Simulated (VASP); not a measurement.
# AlN (P6_3mc) in VASP: notebook

The runs below take AlN through single point, with RPBE+D3(BJ), PBE exchange alone, BLYP+D4.

Program: VASP 6.6.1. These are calculated values, not measurements. Logs are shortened: lines on timing, memory, paths and dates and some standing lists are left out, and cuts for length are marked.

**What was measured.**

“Structural and optical properties of self-assembled AlN nanowires grown on SiO2/Si substrates by molecular beam epitaxy”, 2024, arxiv:2402.00216 quotes, for a bulk crystal of AlN at 0 K: band gap 6.0343 eV (an exciton energy, a little under the gap).

How close the calculation comes is told below.

## 1. The cell of the first run

It takes space group P6_3mc (No. 186, hexagonal). Conventional cell: a = 3.071 Å, b = 3.071 Å, c = 4.914 Å, α = 90.00°, β = 90.00°, γ = 120.00°. Al (site symmetry 3m) has 4 N at 1.87 Å within 2.5 Å. N (site symmetry 3m) has 4 Al at 1.87 Å within 2.5 Å.

## 2. Single point, RPBE+D3(BJ)

INCAR reads:

```
ALGO     = Normal         # electronic algorithm
EDIFF    = 1E-7           # SCF threshold, eV
ENCUT    = 520            # plane-wave cutoff, eV
GGA      = RP             # functional
ISIF     = 2              # what is computed and relaxed
ISMEAR   = -1             # smearing method
IVDW     = 12             # dispersion correction
LASPH    = T              # aspherical terms in the spheres
LCHARG   = T              # write CHGCAR
LELF     = T              # ELF
LREAL    = F              # projectors in reciprocal space
LVHAR    = T            
LWAVE    = F              # write WAVECAR
NBANDS   = 16             # bands
NELM     = 60             # most SCF steps
PREC     = Accurate       # precision mode
SIGMA    = 0.05           # smearing width, eV
```

KPOINTS reads:

```
k-points
0
Gamma
  10 10 6
```

POSCAR reads:

```
AlN
1.0
    3.0709272750      0.0000000000      0.0000000000
   -1.5354636375      2.6595010333      0.0000000000
    0.0000000000      0.0000000000      4.9136809369
Al N
2 2
Direct
    0.6666666667      0.3333333333      0.5000000000
    0.3333333333      0.6666666667      0.0000000000
    0.6666666667      0.3333333333      0.8800000000
    0.3333333333      0.6666666667      0.3800000000
```

Potentials or basis: VASP PAW PBE potentials, release 64 (Al, N).

On the command line:

```
$ cat potpaw_PBE.64/Al/POTCAR potpaw_PBE.64/N/POTCAR > POTCAR
$ mpirun -np 1 vasp_std > vasp.out
```

OUTCAR:

```text
EDIFF = 1E-7
   ENCUT = 520
   GGA = RP
   ISIF = 2
   ISMEAR = -1
   IVDW = 12
   LASPH = T
   LREAL = F
   NELM = 60
   PREC = Accurate
 IVDW          = 12

 ion  position               nearest neighbor table
   1  0.667  0.333  0.500-   3 1.87   4 1.87   4 1.87   4 1.87   2 3.03   2 3.03   2 3.03   2 3.03
                             2 3.03   2 3.03
   2  0.333  0.667  0.000-   4 1.87   3 1.87   3 1.87   3 1.87   1 3.03   1 3.03   1 3.03   1 3.03
                             1 3.03   1 3.03
   3  0.667  0.333  0.880-   1 1.87   2 1.87   2 1.87   2 1.87
   4  0.333  0.667  0.380-   2 1.87   1 1.87   1 1.87   1 1.87

  LATTYP: Found a hexagonal cell.
 ALAT       =     3.0709272750
 C/A-ratio  =     1.6000642467

  Lattice vectors:

 A1 = (   3.0709272750,   0.0000000000,   0.0000000000)
 A2 = (  -1.5354636375,   2.6595010333,   0.0000000000)
 A3 = (   0.0000000000,   0.0000000000,   4.9136809369)

Analysis of symmetry for initial positions (statically):
=====================================================================
 Subroutine PRICEL returns:
 Original cell was already a primitive cell.

 Routine SETGRP: Setting up the symmetry group for a
 hexagonal supercell.

 Subroutine GETGRP returns: Found 12 space group operations
 (whereof  6 operations were pure point group operations)
 out of a pool of 24 trial point group operations.

The static configuration has the point symmetry C_3v.
 The point group associated with its full space group is C_6v.

Analysis of symmetry for dynamics (positions and initial velocities):
=====================================================================
 Subroutine PRICEL returns:
 Original cell was already a primitive cell.

 Routine SETGRP: Setting up the symmetry group for a
 hexagonal supercell.

 Subroutine GETGRP returns: Found 12 space group operations
 (whereof  6 operations were pure point group operations)
 out of a pool of 24 trial point group operations.

The dynamic configuration has the point symmetry C_3v.
 The point group associated with its full space group is C_6v.

 Subroutine INISYM returns: Found 12 space group operations
 (whereof  6 operations are pure point group operations),
 and found     1 'primitive' translations

----------------------------------------------------------------------------------------

                                     Primitive cell

  volume of cell :      40.1307

  direct lattice vectors                    reciprocal lattice vectors
     3.070927275  0.000000000  0.000000000     0.325634543  0.188005191  0.000000000
    -1.535463637  2.659501033  0.000000000     0.000000000  0.376010382  0.000000000
     0.000000000  0.000000000  4.913680937     0.000000000  0.000000000  0.203513418

  length of vectors
     3.070927275  3.070927275  4.913680937     0.376010382  0.376010382  0.203513418

  position of ions in fractional coordinates (direct lattice)
     0.666666667  0.333333333  0.500000000
     0.333333333  0.666666667  0.000000000
     0.666666667  0.333333333  0.880000000
     0.333333333  0.666666667  0.380000000

  ion indices of the primitive-cell ions
   primitive index   ion index
                 1           1
                 2           2
                 3           3
                 4           4

----------------------------------------------------------------------------------------

 KPOINTS: k-points

Automatic generation of k-mesh.
 Grid dimensions read from file:
 generate k-points for:   10   10    6

 Generating k-lattice:

  Cartesian coordinates                     Fractional coordinates (reciprocal lattice)
     0.032563454  0.018800519  0.000000000     0.100000000  0.000000000  0.000000000
     0.000000000  0.037601038  0.000000000     0.000000000  0.100000000  0.000000000
     0.000000000  0.000000000  0.033918903     0.000000000  0.000000000  0.166666667

  Length of vectors
     0.037601038  0.037601038  0.033918903

  Shift w.r.t. Gamma in fractional coordinates (k-lattice)
     0.000000000  0.000000000  0.000000000

 Subroutine IBZKPT returns following result:
 ===========================================

 Found     56 irreducible k-points:

 Following reciprocal coordinates:
            Coordinates               Weight
  0.000000  0.000000  0.000000      1.000000
  0.100000 -0.000000  0.000000      6.000000
  0.200000 -0.000000  0.000000      6.000000
  0.300000  0.000000  0.000000      6.000000
  0.400000 -0.000000  0.000000      6.000000
  0.500000 -0.000000  0.000000      3.000000
[... 16 lines left out ...]
  0.300000  0.100000  0.166667     24.000000
  0.400000  0.100000  0.166667     24.000000
 [... further k-points ...]
   k-points           NKPTS =     56   k-points in BZ     NKDIM =     56   number of bands    NBANDS=     16
   number of dos      NEDOS =    301   number of ions     NIONS =      4
   total plane-waves  NPLWV =  23040
   dimension x,y,z NGX =    24 NGY =   24 NGZ =   40
   dimension x,y,z NGXF=    48 NGYF=   48 NGZF=   80
   ions per type =               2   2
   NGX,Y,Z   is equivalent  to a cutoff of  12.99, 12.99, 13.53 a.u.
   NGXF,Y,Z  is equivalent  to a cutoff of  25.99, 25.99, 27.07 a.u.
 SYSTEM =  unknown system
   PREC   = accura    normal or accurate (medium, high low for compatibility)
   ISTART =      0    job   : 0-new  1-cont  2-samecut
   ICHARG =      2    charge: 1-file 2-atom 10-const
   ISPIN  =      1    spin polarized calculation?
   LNONCOLLINEAR =      F non collinear calculations
   LSORBIT =      F    spin-orbit coupling
   LASPH  =      T    aspherical Exc in radial PAW
   ENCUT  =  520.0 eV  38.22 Ry    6.18 a.u.   5.71  5.71  9.14*2*pi/ulx,y,z
   NELM   =     60;   NELMIN=  2; NELMDL= -5     # of ELM steps
   EDIFF  = 0.1E-06   stopping-criterion for ELM
   LREAL  =      F    real-space projection
   EDIFFG = 0.1E-05   stopping-criterion for IOM
   NSW    =      0    number of steps for IOM
   IBRION =     -1    ionic relax: 0-MD 1-quasi-New 2-CG
   NFREE  =      0    steps in history (QN), initial steepest desc. (CG)
   ISIF   =      2    stress and relaxation
   ISYM   =      2    0-nonsym 1-usesym 2-fastsym
   POTIM  = 0.5000    time-step for ionic-motion
   TEBEG  =    0.0;   TEEND  =   0.0 temperature during run
   PSTRESS=    0.0 pullay stress
   NELECT =      16.0000    total number of electrons
   NUPDOWN=      -1.0000    fix difference up-down
   EMIN   =  10.00;   EMAX   =-10.00  energy-range for DOS
   EFERMI =   0.00;   METHOD = LEGACY
   ISMEAR =    -1;   SIGMA  =   0.05  broadening in eV -4-tet -1-fermi 0-gaus
   EFERMI_NEDOS =   21; number of points for ismear=-14 and -15
   IALGO  =     38    algorithm
   IMIX   =      4    mixing-type and parameters
     AMIX     =   0.40;   BMIX     =  1.00
     AMIX_MAG =   1.60;   BMIX_MAG =  1.00
  volume/ion in A,a.u.               =      10.03        67.70
  Fermi-wavevector in a.u.,A,eV,Ry     =   1.204914  2.276957 19.753170  1.451817
  Thomas-Fermi vector in A             =   2.340625
   LORBIT       =      0    0 simple, 1 ext, 2 COOP (PROOUT), +10 PAW based schemes
   GGA     = RP    functional components
   LHFCALC =     F    Hartree Fock is set to
   AEXX    =    0.0000 exact exchange contribution
   IVDW    =    12    specifies the selected vdW correction
   LEPSILON=     F    determine dielectric tensor
   LRPA    =     F    only Hartree local field effects (RPA)
 non-spin polarized calculation
  energy-cutoff  :      520.00
  volume of cell :       40.13
 maximum number of plane-waves:      1092
 NGX is ok and might be reduce to    24
   NGX = 11   NGY = 11   NGZ = 19

 number of electron      15.9999996 magnetization

 Free energy of the ion-electron system (eV)
  ---------------------------------------------------
  ext. energy  EPLUGINS =         0.00000000
  ---------------------------------------------------
  free energy    TOTEN  =       -28.20336011 eV

  energy without entropy =      -28.20336011  energy(sigma->0) =      -28.20336011

 E-fermi :   7.6378     XC(G=0): -10.9595

 val. band max:        6.6343344689   @ k =   0.0000   0.0000   0.0000
 cond. band min:      11.2659031154   @ k =   0.0000   0.0000   0.0000
 fundamental gap:      4.6315686465
 Fermi energy:         7.6378489204

 k-point     1 :       0.0000    0.0000    0.0000
  band No.  band energies     occupation
      1      -8.8157      2.00000
      2      -6.5666      2.00000
      3       0.5055      2.00000
      4       5.7862      2.00000
      5       5.7862      2.00000
      6       6.4436      2.00000
[... 8 lines left out ...]
     15      20.2948      0.00000
     16      20.2948      0.00000

 k-point     2 :       0.1000   -0.0000    0.0000
  band No.  band energies     occupation
      1      -8.6836      2.00000
      2      -6.4921      2.00000
      3       0.6613      2.00000
      4       5.1977      2.00000
      5       5.6176      2.00000
      6       5.8813      2.00000
[... 8 lines left out ...]
     15      20.2149      0.00000
     16      20.2921      0.00000

 k-point     3 :       0.2000   -0.0000    0.0000
  band No.  band energies     occupation
      1      -8.3041      2.00000
      2      -6.2982      2.00000
      3       1.1167      2.00000
      4       3.8637      2.00000
      5       4.7641      2.00000
      6       5.2532      2.00000
[... 8 lines left out ...]
     15      19.4265      0.00000
     16      19.6989      0.00000

 k-point     4 :       0.3000    0.0000    0.0000
  band No.  band energies     occupation
      1      -7.7355      2.00000
      2      -6.0793      2.00000
      3       1.8286      2.00000
      4       2.4714      2.00000
      5       3.6256      2.00000
      6       4.8831      2.00000
[... 8 lines left out ...]
     15      19.2897      0.00000
     16      21.1009      0.00000
[... 324 lines left out ...]
 k-point    22 :       0.2000    0.1000    0.1667
  band No.  band energies     occupation
      1      -7.8548      2.00000
      2      -6.3045      2.00000
      3       1.6774      2.00000
      4       3.2995      2.00000
      5       3.7760      2.00000
      6       4.9803      2.00000
[... 8 lines left out ...]
     15      19.5930      0.00000
     16      20.8475      0.00000

 k-point    23 :       0.3000    0.1000    0.1667
  band No.  band energies     occupation
      1      -7.2625      2.00000
      2      -6.0908      2.00000
      3       1.6480      2.00000
      4       2.5247      2.00000
      5       3.2832      2.00000
      6       4.4955      2.00000
[... 8 lines left out ...]
     15      19.5740      0.00000
     16      21.6302      0.00000

 k-point    24 :       0.4000    0.1000    0.1667
  band No.  band energies     occupation
      1      -6.7452      2.00000
      2      -6.0513      2.00000
      3       1.1297      2.00000
      4       2.1844      2.00000
      5       3.5127      2.00000
      6       4.3279      2.00000
[... 8 lines left out ...]
     15      19.7249      0.00000
     16      22.1671      0.00000

 [... further k-points ...]

------------------------ aborting loop because EDIFF is reached ----------------------------------------

 Edisp (eV)   -4.73044

 E8    (eV) :    -2.8199

  FORCE on cell =-STRESS in cart. coord.  units (eV):
  Direction    XX          YY          ZZ          XY          YZ          ZX
  --------------------------------------------------------------------------------------
  -------------------------------------------------------------------------------------
  Total      -1.73318    -1.73318    -1.47713     0.00000     0.00000     0.00000
  in kB     -69.19529   -69.19529   -58.97304     0.00000     0.00000     0.00000
  external pressure =      -65.79 kB  Pullay stress =        0.00 kB

 VOLUME and BASIS-vectors are now :
 -----------------------------------------------------------------------------
  energy-cutoff  :      520.00
  volume of cell :       40.13
      direct lattice vectors                 reciprocal lattice vectors
     3.070927275  0.000000000  0.000000000     0.325634543  0.188005191  0.000000000
    -1.535463637  2.659501033  0.000000000     0.000000000  0.376010382  0.000000000
     0.000000000  0.000000000  4.913680937     0.000000000  0.000000000  0.203513418

 POSITION                                       TOTAL-FORCE (eV/Angst)
 -----------------------------------------------------------------------------------
      1.53546      0.88650      2.45684        -0.000000      0.000000     -0.182755
     -0.00000      1.77300      0.00000         0.000000     -0.000000     -0.182755
      1.53546      0.88650      4.32404        -0.000000      0.000000      0.182755
     -0.00000      1.77300      1.86720         0.000000     -0.000000      0.182755
 -----------------------------------------------------------------------------------
    total drift:                               -0.000000      0.000000      0.000022

  FREE ENERGIE OF THE ION-ELECTRON SYSTEM (eV)
  ---------------------------------------------------
  free  energy   TOTEN  =       -32.9337976726 eV

  energy  without entropy=      -32.9337976726  energy(sigma->0) =      -32.93379767
```

Run time: 18 s. Hardware: 1 thread of AMD EPYC 9R45 (Zen 5), shared host; peak memory 0.15 GiB.

Results:

```yaml
Free_energy: -32.9338 eV
Pressure: -6.6 GPa
Largest_force: 0.183 eV/Å
Band_gap_on_the_k_mesh: 4.63 eV, direct
Dispersion_energy_per_atom: -1.183 eV
```

Forces in eV/Å, atoms in the order of the input:
```
Al   0.000  0.000 -0.183
Al   0.000  0.000 -0.183
N    0.000  0.000  0.183
N    0.000  0.000  0.183
```

Stress tensor (GPa, compression positive):
```
-6.92  0.00  0.00
 0.00 -6.92  0.00
 0.00  0.00 -5.90
```

Levels at points of the mesh, in eV from the valence-band top:
| k point | band 6 | band 7 | band 8 | band 9 | band 10 | band 11 |
| --- | --- | --- | --- | --- | --- | --- |
| (0.00, 0.00, 0.00) | -0.19 | -0.19 | 0.00 | 4.63 | 7.11 | 11.04 |
| (0.50, 0.00, 0.00) | -2.11 | -1.81 | -0.67 | 5.96 | 6.05 | 8.64 |
| (0.00, 0.00, 0.50) | -0.53 | -0.53 | -0.53 | 6.89 | 6.89 | 10.78 |
| (0.50, 0.00, 0.50) | -1.46 | -1.38 | -1.38 | 5.53 | 5.53 | 9.63 |

Caveat: the PAW data sets were made with another functional, which shifts forces and pressure a little.

[end of part 1 of 2]
